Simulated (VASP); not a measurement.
# PbS: single point with LDA

The system is PbS.

```
Pb S
1.0
     2.10051    1.21273    3.43019
    -2.10051    1.21273    3.43019
     0.00000   -2.42546    3.43019
Pb S
1 1
Direct
  0.97814 0.97814 0.97814
  0.47746 0.47746 0.47746
```

```
Program                : VASP 6.6.1
Task                   : single point
Functional             : LDA
Potentials or basis    : VASP PAW LDA potentials, release 64 (Pb_d, S)
Cutoff                 : 520 eV
k mesh                 : 8 × 8 × 8
Occupations            : gaussian, width 0.01 eV
Spin                   : no spin polarisation
Dipole correction      : no
Further INCAR settings : ALGO = Normal; EDIFF = 1e-06; NBANDS = 17
```

* Pressure: -2.8 GPa
* Band gap on the k mesh: 0.22 eV, direct

Levels at points of the mesh, in eV from the valence-band top:
| k point | band 6 | band 7 | band 8 | band 9 | band 10 | band 11 | band 12 | band 13 | band 14 | band 15 |
| --- | --- | --- | --- | --- | --- | --- | --- | --- | --- | --- |
| (0.00, 0.00, 0.00) | -13.52 | -6.09 | -2.13 | -2.13 | -2.13 | 5.06 | 5.06 | 5.06 | 6.66 | 6.66 |
| (0.50, 0.00, 0.00) | -12.24 | -8.90 | -1.73 | -1.73 | 0.00 | 0.22 | 1.85 | 1.85 | 8.47 | 10.10 |
| (0.50, 0.50, 0.50) | -12.24 | -8.90 | -1.73 | -1.73 | 0.00 | 0.23 | 1.85 | 1.85 | 8.47 | 10.10 |
| (0.50, 0.50, 0.00) | -11.82 | -7.27 | -5.21 | -3.43 | -3.43 | 3.75 | 5.45 | 5.55 | 5.55 | 11.18 |

Run time: 28 s on 1 thread of Intel(R) Xeon(R) Platinum 8259CL CPU @ 2.50GHz (Skylake/Cascade Lake) (shared host), peak memory 0.19 GiB.

Caveat: spin-orbit coupling is left out, which moves the levels of the heavy elements. A k mesh can miss the band edges.
